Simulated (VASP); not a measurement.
Input of a VASP 6.6.1 run:

Contents of INCAR:

```
ALGO = Normal
EDIFF = 1E-6
EDIFFG = -0.005
ENCUT = 600
GGA = PE
IBRION = 2
ISIF = 3
ISMEAR = 0
LASPH = True
LCHARG = False
LREAL = False
LWAVE = False
NELM = 100
NSW = 100
PREC = Accurate
SIGMA = 0.1
```

File KPOINTS:

```
k-points
0
Gamma
  12 12 12
```

POSCAR

```
NaLiB2
1.0
    4.2735458093      0.0000000000      0.0000000000
   -2.1367729047      3.7009992351      0.0000000000
    0.0000000000      0.0000000000      3.2990589185
Na Li B
1 1 2
Direct
    0.3333333333      0.6666666667      0.5000000000
    0.0000000000      0.0000000000      0.0000000000
    0.6666666667      0.3333333333      0.0000000000
    0.6666666667      0.3333333333      0.5000000000
```

Potentials or basis: VASP PAW PBE potentials, release 64 (Na_pv, Li_sv, B).

Command:

```sh
$ cat potpaw_PBE.64/Na_pv/POTCAR potpaw_PBE.64/Li_sv/POTCAR potpaw_PBE.64/B/POTCAR > POTCAR
$ mpirun -np 1 vasp_std > vasp.out
```

**Question.** Estimate the space group after relaxing (to 0.05 Å).

**Answer.** P-6m2 (No. 187).

**Question.** Estimate the relaxed volume.

**Answer.** 13.29 Å³/atom.

**Question.** What does it give for the relaxed cell?

**Answer.** a = 4.411 Å, b = 4.411 Å, c = 3.154 Å, α = 90.00°, β = 90.00°, γ = 120.00°.

**Question.** Predict the band gap on the k mesh.

**Answer.** Zero (band 8 reaches 3.78 eV, above the bottom of band 9 at 2.57 eV).

The path:
| step | energy change (eV) | largest force (eV/Å) | pressure (GPa) | volume (Å³) |
| --- | --- | --- | --- | --- |
| 1 | 0.0000 | 0.0000 | -3.25 | 52.18 |
| 2 | -0.1050 | 0.0000 | 6.29 | 50.05 |
| 3 | -0.1782 | 0.0000 | 2.09 | 50.88 |
| 4 | -0.1781 | 0.0000 | 2.23 | 50.85 |
| 5 | -0.1909 | 0.0000 | 1.03 | 51.98 |
| 6 | -0.1947 | 0.0000 | 0.28 | 52.81 |
| 7 | -0.1950 | 0.0000 | 0.08 | 53.08 |
| 8 | -0.1951 | 0.0000 | 0.05 | 53.13 |
| 9 | -0.1951 | 0.0000 | -0.03 | 53.15 |
| 10 | -0.1951 | 0.0000 | -0.01 | 53.14 |

Caveat: the cutoff is under 1.25 times the usual one of these potentials, so pressure, stress and relaxed cells hold a basis-set (Pulay) error.
